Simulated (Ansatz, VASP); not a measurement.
## ZnS in VASP and in Ansatz

```
Zn S
1.0
     3.55366    0.00000    0.00000
    -1.77683    3.07756    0.00000
     0.00000    0.00000    3.15048
Zn S
1 1
Direct
  0.66667 0.33333 0.00000
  0.00000 0.00000 0.50000
```

Change from the starting cell: species swapped into the TiS type (P-6m2, No. 187).

Alike in both runs: functional PBE; k mesh 6 × 6 × 6; occupations gaussian, width 0.1 eV; no spin polarisation.

Ansatz relaxed the structure, and its values are those at the end. VASP's run is a single point on that final structure, the one shown.

|  | VASP | Ansatz |
| --- | --- | --- |
| version | VASP 6.6.1 | Ansatz 0.2.0 |
| potentials or method | VASP PAW PBE potentials, release 64 (Zn, S), cutoff 500 eV | scalar-relativistic, plane waves, PAW |
| valence electrons in the cell | 18 | 18 |

Ansatz gave:

```
gap on the k mesh at the Fermi level (eV) : none
pressure (GPa)                            : 0.3
```

Task: What did VASP give for the same quantities?

Result: gap on the k mesh at the Fermi level (eV): none; pressure (GPa): 0.4.

A gap of «none» marks a metal or a gap that the smearing closes.
